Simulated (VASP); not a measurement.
CsEu, 4 atoms in the cell. It takes space group P-6m2 (No. 187, hexagonal). The conventional cell has a = 4.464 Å, b = 4.464 Å, c = 8.009 Å, α = 90.00°, β = 90.00°, γ = 120.00°. Within 5.9 Å of Cs (site symmetry -6m2) lie 6 Cs at 4.46 Å and 6 Eu at 4.76 Å. Eu (site symmetry -6m2) has 6 Eu at 4.46 Å and 6 Cs at 4.76 Å within 5.9 Å. 

* Program: VASP 6.6.1
* Task: single point
* Functional: LDA
* Potentials or basis: VASP PAW PBE potentials, release 64 (Cs_sv, Eu)
* Cutoff: 520 eV
* k mesh: 7 × 7 × 2
* Occupations: fermi-dirac, width 0.1 eV
* Spin: collinear spin, antiferromagnetic start
* Starting moments: [0.0, 0.0, 7.0, -7.0] μB
* Dipole correction: no
* Further INCAR settings: ALGO = Normal; EDIFF = 1e-06; NBANDS = 38

Potentials or basis: VASP PAW PBE potentials, release 64 (Cs_sv, Eu).

The run is started by

```bash
$ cat potpaw_PBE.64/Cs_sv/POTCAR potpaw_PBE.64/Eu/POTCAR > POTCAR
$ mpirun -np 1 vasp_std > vasp.out
```

Hardware: 1 thread of Intel Xeon 8259CL, on a shared host.

**Question.** Estimate the wall time of this run.

**Answer.** Run time: 20 min on 1 thread of Intel Xeon 8259CL (shared host), peak memory 0.51 GiB. Counts: scf iterations 22, k points 16.
